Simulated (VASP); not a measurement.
Set up this calculation in VASP 6.6.1, as the native input.

| Property | Result |
| --- | --- |
| Task | single point |
| Functional | PBEsol |
| Potentials or basis | VASP PAW PBE potentials, release 64 (Ge_d) |
| Cutoff | 520 eV |
| k mesh | 8 × 8 × 11 |
| Occupations | fermi-dirac, width 0.08 eV |
| Spin | no spin polarisation |
| Dipole correction | no |
| Further INCAR settings | ALGO = Normal; EDIFF = 1e-06; NBANDS = 28 |

The structure of Ge lies in POSCAR:

```
Ge
1.0
    4.8307011326      0.0000000000      0.0000000000
   -2.4153505663      4.1835098990      0.0000000000
    0.0000000000      0.0000000000      2.7308873476
Ge
3
Direct
    0.0000000000      0.0000000000      0.0000000000
    0.3333333333      0.6666666667      0.5000000000
    0.6666666667      0.3333333333      0.5000000000
```

This isn't the form of Ge at room conditions, which is diamond.

One way to write it, as run:

INCAR

```
SYSTEM = Ge
PREC     = Accurate       ! precision mode
ENCUT    = 520            ! plane-wave cutoff, eV
EDIFF    = 1E-6           ! SCF threshold, eV
ISMEAR   = -1             ! smearing method
SIGMA    = 0.08           ! smearing width, eV
LREAL    = .False.        ! projectors in reciprocal space
LASPH    = .True.         ! aspherical terms in the spheres
NELM     = 100            ! most SCF steps
ALGO     = Normal         ! electronic algorithm
ISIF     = 2              ! what is computed and relaxed
LWAVE    = .False.        ! write WAVECAR
LCHARG   = .False.        ! write CHGCAR
GGA      = PS             ! functional
NBANDS   = 28             ! bands
```

KPOINTS

```
Automatic mesh
0
Gamma
  8 8 11
  0 0 0
```

Potentials or basis: VASP PAW PBE potentials, release 64 (Ge_d).

Command:

```console
$ cat potpaw_PBE.64/Ge_d/POTCAR > POTCAR
$ mpirun -np 1 vasp_std > vasp.out
```

It gave:

```
Pressure               : 0.0 GPa
Band gap on the k mesh : zero (bands 21 and 22 overlap by 5.01 eV)
```

Caveat: the PAW data sets were made with another functional, which shifts forces and pressure a little.

Run time: 76 s on 1 thread of Intel Xeon 8259CL, on a shared host, peak memory 0.21 GiB.
